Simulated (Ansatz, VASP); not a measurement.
# PbO: VASP beside Ansatz

The input INCAR:

```
ALGO = Normal ; EDIFF = 1E-8
ENCUT = 520 ; GGA = CA
ISIF = 2 ; ISMEAR = -1
LASPH = True ; LCHARG = False
LEFG = True ; LREAL = False
LWAVE = False ; NBANDS = 28
NELM = 60 ; PREC = Accurate
SIGMA = 0.03
```

File KPOINTS:

```
k-points
0
Gamma
  7 7 6
```

POSCAR

```
PbO
1.0
    3.9876040837      0.0000000000      0.0000000000
    0.0000000000      3.9876040837      0.0000000000
    0.0000000000      0.0000000000      5.0386845080
Pb O
2 2
Direct
    0.0000000000      0.5000000000      0.2351000000
    0.5000000000      0.0000000000      0.7649000000
    0.0000000000      0.0000000000      0.0000000000
    0.5000000000      0.5000000000      0.0000000000
```

Input for Ansatz:

```yaml
crystal:
  lattice:
    - [3.9876040837, 0.0, 0.0]
    - [0.0, 3.9876040837, 0.0]
    - [0.0, 0.0, 5.038684508]
  atoms:
    - { symbol: Pb, position: [0.0, 0.5, 0.2351] }
    - { symbol: Pb, position: [0.5, 0.0, 0.7649] }
    - { symbol: O, position: [0.0, 0.0, 0.0] }
    - { symbol: O, position: [0.5, 0.5, 0.0] }
kpoints:
  mp_grid: { grid: [7, 7, 6] }
scf:
  occupations: { method: fermi_dirac, width: 0.03 }
hamiltonian:
  xc: lda
  pseudopotentials: { kind: all_electron, datasets: crystal }
output:
  forces: true
  stress: true
  eigenvalues: true
  efg: { contact_densities: true }
```

Change from the starting cell: volume scaled by 1.01, crystal datasets.

Alike in both runs: task electric field gradients; functional LDA; k mesh 7 × 7 × 6; occupations fermi-dirac, width 0.03 eV; no spin polarisation.

|  | VASP | Ansatz |
| --- | --- | --- |
| version | VASP 6.6.1 | Ansatz 0.2.0 |
| potentials or method | VASP PAW LDA potentials, release 64 (Pb_d, O), cutoff 520 eV | all-electron PAW with datasets made for the crystal, scalar-relativistic |

|  | VASP | Ansatz | Ansatz less VASP |
| --- | --- | --- | --- |
| gap on the k mesh at the Fermi level (eV) | 1.46 | 1.48 | +0.021 |
| pressure (GPa) | -2.4 | -2.6 | -0.18 |
| traceless stress, the component that is largest in VASP (GPa) | 0.42 | 0.41 | -0.006 |
| rms of the force components (eV/Å) | 0.093 | 0.120 | +0.0270 |
| size of Vzz on the site where it differs most (V/Å²) | 222.1 | 207.7 | -14.41 |

LDA's correlation is that of Perdew and Zunger in VASP and of Perdew and Wang (1992) in Ansatz. Atom by atom the forces differ by 0.027 eV/Å (rms over components). Ansatz ran all-electron here, and VASP with PAW potentials.

Neither program's run includes spin-orbit coupling.
